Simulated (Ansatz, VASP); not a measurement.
**H: VASP beside Ansatz**

INCAR

```
SYSTEM = H
ALGO = Normal
EDIFF = 1E-6
ENCUT = 520
GGA = PE
ISIF = 2
ISMEAR = 0
LASPH = .True.
LCHARG = .True.
LELF = .True.
LREAL = .False.
LVHAR = .True.
LWAVE = .False.
NBANDS = 8
NELM = 60
PREC = Accurate
SIGMA = 0.01
```

File KPOINTS:

```
k-points
0
Gamma
  1 1 1
  0 0 0
```

POSCAR

```
H
1.0
   10.0000000000      0.0000000000      0.0000000000
    0.0000000000     10.3000000000      0.0000000000
    0.0000000000      0.0000000000     10.6000000000
H
2
Direct
    0.5000000000      0.4854368932      0.4353657170
    0.5000000000      0.4854368932      0.5080305094
```

Input for Ansatz:

```yaml
crystal:
  lattice:
    - [10.0, 0.0, 0.0]
    - [0.0, 10.3, 0.0]
    - [0.0, 0.0, 10.6]
  atoms:
    - { symbol: H, position: [0.5, 0.4854368932, 0.435365717] }
    - { symbol: H, position: [0.5, 0.4854368932, 0.5080305094] }
scf:
  occupations: { method: gaussian, width: 0.01 }
output:
  forces: true
  stress: false
  eigenvalues: true
hamiltonian:
  xc: pbe
kpoints:
  mp_grid: { grid: [1, 1, 1] }
```

Alike in both runs: task single point; functional PBE; k mesh 1 × 1 × 1; occupations gaussian, width 0.01 eV; no spin polarisation.

|  | VASP | Ansatz |
| --- | --- | --- |
| version | VASP 6.6.1 | Ansatz 0.2.0 |
| potentials or method | VASP PAW PBE potentials, release 64 (H) | scalar-relativistic, plane waves, PAW |
| plane-wave cutoff (eV) | 520 | 420 |
| valence electrons in the cell | 2 | 2 |

```tsv
	VASP	Ansatz	Ansatz less VASP
gap on the k mesh at the Fermi level (eV)	10.05	10.05	+0.001
rms of the force components (eV/Å)	0.379	0.375	-0.0044
```

Atom by atom the forces differ by 0.004 eV/Å (rms over components).
